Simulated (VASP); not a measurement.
# YTaI6 (P4/mmm) in VASP: further runs, part 2 of 2

VASP 6.6.1. Earlier steps stand in the parts before.

### Step 3. Single point, PBE

This run uses another cell than the first one, of 49.08 Å³/atom.

Input file INCAR:

```
ALGO = Normal
EDIFF = 1E-6
ENCUT = 520
GGA = PE
ISIF = 2
ISMEAR = 0
LASPH = True
LCHARG = True
LELF = True
LREAL = False
LVHAR = True
LWAVE = False
NBANDS = 42
NELM = 80
PREC = Accurate
SIGMA = 0.1
```

Input file KPOINTS:

```
k-points
0
Gamma
  8 8 4
```

Input file POSCAR:

```
YTaI6
1.0
    5.8049865395      0.0000000000      0.0000000000
    0.0000000000      5.8049865395      0.0000000000
    0.0000000000      0.0000000000     11.6511546787
Y Ta I
1 1 6
Direct
    0.0000000000      0.0000000000      0.0000000000
    0.0000000000      0.0000000000      0.5000000000
    0.5000000000      0.0000000000      0.0000000000
    0.0000000000      0.5000000000      0.0000000000
    0.0000000000      0.0000000000      0.2601892365
    0.5000000000      0.0000000000      0.5000000000
    0.0000000000      0.5000000000      0.5000000000
    0.0000000000      0.0000000000      0.7398107635
```

Potentials or basis: VASP PAW PBE potentials, release 64 (Y_sv, Ta_pv, I).

Run with:

```bash
$ cat potpaw_PBE.64/Y_sv/POTCAR potpaw_PBE.64/Ta_pv/POTCAR potpaw_PBE.64/I/POTCAR > POTCAR
$ mpirun -np 1 vasp_std > vasp.out
```

OUTCAR:

```text
EDIFF = 1E-6
   ENCUT = 520
   GGA = PE
   ISIF = 2
   ISMEAR = 0
   LASPH = True
   LREAL = False
   NELM = 80
   PREC = Accurate

 ion  position               nearest neighbor table
   1  0.000  0.000  0.000-   3 2.90   4 2.90   4 2.90   3 2.90   5 3.03   8 3.03
   2  0.000  0.000  0.500-   5 2.79   8 2.79   7 2.90   6 2.90   7 2.90   6 2.90
   3  0.500  0.000  0.000-   1 2.90   1 2.90
   4  0.000  0.500  0.000-   1 2.90   1 2.90
[... 1297 lines left out ...]
  Total       -0.0342446     -0.0342446      0.0475176      0.0000000      0.0000000      0.0000000
  in kB       -0.1397434     -0.1397434      0.1939073      0.0000000      0.0000000      0.0000000
  external PRESSURE =      -0.0285265 kB  Pullay stress =       0.0000000 kB

 VOLUME and BASIS-vectors are now :
 -----------------------------------------------------------------------------
  energy-cutoff  :      520.00
  volume of cell :      392.62
      direct lattice vectors                 reciprocal lattice vectors
     5.804986539  0.000000000  0.000000000     0.172265688  0.000000000  0.000000000
     0.000000000  5.804986539  0.000000000     0.000000000  0.172265688  0.000000000
     0.000000000  0.000000000 11.651154679     0.000000000  0.000000000  0.085828403

 POSITION                                       TOTAL-FORCE (eV/Angst)
 -----------------------------------------------------------------------------------
      0.00000      0.00000      0.00000         0.000000      0.000000      0.000000
      0.00000      0.00000      5.82558         0.000000      0.000000      0.000000
      2.90249      0.00000      0.00000         0.000000      0.000000      0.000000
      0.00000      2.90249      0.00000         0.000000      0.000000      0.000000
      0.00000      0.00000      3.03151        -0.000000     -0.000000     -0.002833
      2.90249      0.00000      5.82558         0.000000      0.000000      0.000000
      0.00000      2.90249      5.82558         0.000000      0.000000      0.000000
      0.00000      0.00000      8.61965         0.000000     -0.000000      0.002833
 -----------------------------------------------------------------------------------
    total drift:                                0.000000     -0.000000      0.000000

  FREE ENERGIE OF THE ION-ELECTRON SYSTEM (eV)
  ---------------------------------------------------
  free  energy   TOTEN  =       -31.9778041200 eV

  energy  without entropy=      -31.9497455727  energy(sigma->0) =      -31.96377485
```

OSZICAR:

```text
N       E                     dE             d eps       ncg     rms          rms(c)
DAV:   1     0.422347094274E+03    0.42235E+03   -0.26186E+04  4148   0.125E+03
DAV:   2     0.550803564358E+01   -0.41684E+03   -0.40290E+03  4876   0.238E+02
DAV:   3    -0.320546634110E+02   -0.37563E+02   -0.37122E+02  4800   0.667E+01
DAV:   4    -0.339466307701E+02   -0.18920E+01   -0.18758E+01  6188   0.149E+01
DAV:   5    -0.339829254177E+02   -0.36295E-01   -0.36246E-01  5738   0.208E+00    0.276E+01
DAV:   6    -0.321064293848E+02    0.18765E+01   -0.62095E+00  4106   0.877E+00    0.187E+01
DAV:   7    -0.321261449627E+02   -0.19716E-01   -0.21754E+00  4682   0.520E+00    0.846E+00
DAV:   8    -0.320067780516E+02    0.11937E+00   -0.11542E+00  4794   0.337E+00    0.163E+00
DAV:   9    -0.319794262066E+02    0.27352E-01   -0.14196E-01  4170   0.167E+00    0.692E-01
DAV:  10    -0.319779904187E+02    0.14358E-02   -0.15736E-02  5082   0.486E-01    0.264E-01
DAV:  11    -0.319778681266E+02    0.12229E-03   -0.25160E-03  4756   0.188E-01    0.144E-01
DAV:  12    -0.319778452129E+02    0.22914E-04   -0.45313E-04  4690   0.941E-02    0.586E-02
DAV:  13    -0.319778170520E+02    0.28161E-04   -0.13307E-04  4304   0.527E-02    0.177E-02
DAV:  14    -0.319778071588E+02    0.98932E-05   -0.21946E-05  4498   0.195E-02    0.106E-02
DAV:  15    -0.319778056699E+02    0.14889E-05   -0.38727E-06  4034   0.976E-03    0.549E-03
DAV:  16    -0.319778045743E+02    0.10955E-05   -0.18298E-06  2884   0.566E-03    0.246E-03
DAV:  17    -0.319778041200E+02    0.45431E-06   -0.34110E-07  2194   0.265E-03
   1 F= -.31977804E+02 E0= -.31963775E+02  d E =-.280585E-01
```

Run time: 28 min. Hardware: 1 thread of Intel Xeon 8259CL, shared host; peak memory 0.98 GiB.

Results:

```
Free energy            : -31.9778 eV
Pressure               : 0.0 GPa
Band gap on the k mesh : zero (bands 32 and 33 overlap by 0.98 eV)
```

Forces on the atoms (eV/Å):
```
Y    0.000  0.000  0.000
Ta   0.000  0.000  0.000
I    0.000  0.000  0.000
I    0.000  0.000  0.000
I    0.000  0.000 -0.003
I    0.000  0.000  0.000
I    0.000  0.000  0.000
I    0.000  0.000  0.003
```

Caveat: spin-orbit coupling is left out, which moves the levels of the heavy elements.
